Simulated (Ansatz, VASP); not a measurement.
## PIr2: VASP beside Ansatz

The input INCAR:

```
ALGO = Normal
EDIFF = 1E-6
ENCUT = 520
ISIF = 2
ISMEAR = -1
LASPH = T
LCHARG = F
LREAL = F
LWAVE = F
NBANDS = 18
NELM = 60
PREC = Accurate
SIGMA = 0.05
```

The input KPOINTS:

```
k-points
0
Gamma
  11 11 11
```

The input POSCAR:

```
PIr2
1.0
    0.0000000000      2.7675000000      2.8228500000
    2.7675000000      0.0000000000      2.8228500000
    2.7675000000      2.7675000000      0.0000000000
P Ir
1 2
Direct
    0.0000000000      0.0000000000      0.0000000000
    0.2500000000      0.2500000000      0.2500000000
    0.7500000000      0.7500000000      0.7500000000
```

Input for Ansatz:

```yaml
crystal:
  lattice:
    - [0.0, 2.7675, 2.82285]
    - [2.7675, 0.0, 2.82285]
    - [2.7675, 2.7675, 0.0]
  atoms:
    - { symbol: P, position: [0.0, 0.0, 0.0] }
    - { symbol: Ir, position: [0.25, 0.25, 0.25] }
    - { symbol: Ir, position: [0.75, 0.75, 0.75] }
kpoints:
  mp_grid: { grid: [11, 11, 11] }
  band_path:
    path:
      - [0.0, 0.0, 0.0]
      - [0.0, 0.5, 0.5]
      - [0.25, 0.75, 0.5]
      - [0.0, 0.5, 0.0]
      - [0.0, 0.0, 0.0]
      - [0.5, 0.5, 0.0]
      - [0.3701460977, 0.6298539023, 0.0]
      - [-0.3701460977, 0.3701460977, 0.0]
      - [0.0, 0.0, 0.0]
    npoints: 5
scf:
  occupations: { method: fermi_dirac, width: 0.05 }
hamiltonian:
  xc: lda
  pseudopotentials: { kind: all_electron, lapw: { basis_error: 0.001 } }
output:
  forces: true
  stress: true
  eigenvalues: true
```

Change from the starting cell: zz strain of +2 %.

Alike in both runs: task single point; functional LDA; k mesh 11 × 11 × 11; occupations fermi-dirac, width 0.05 eV; no spin polarisation.

|  | VASP | Ansatz |
| --- | --- | --- |
| version | VASP 6.6.1 | Ansatz 0.2.0 |
| potentials or method | VASP PAW LDA potentials, release 64 (P, Ir), cutoff 520 eV | all-electron LAPW, scalar-relativistic |

Ansatz gave:

- pressure (GPa): -10.2
- traceless stress, the component that is largest in VASP (GPa): -5.76

Q: Which values does VASP return?

A: Pressure (GPa): -8.5; traceless stress, the component that is largest in VASP (GPa): -5.83.

LDA's correlation is that of Perdew and Zunger in VASP and of Perdew and Wang (1992) in Ansatz. Ansatz ran all-electron here, and VASP with PAW potentials.

Spin-orbit coupling is off throughout.
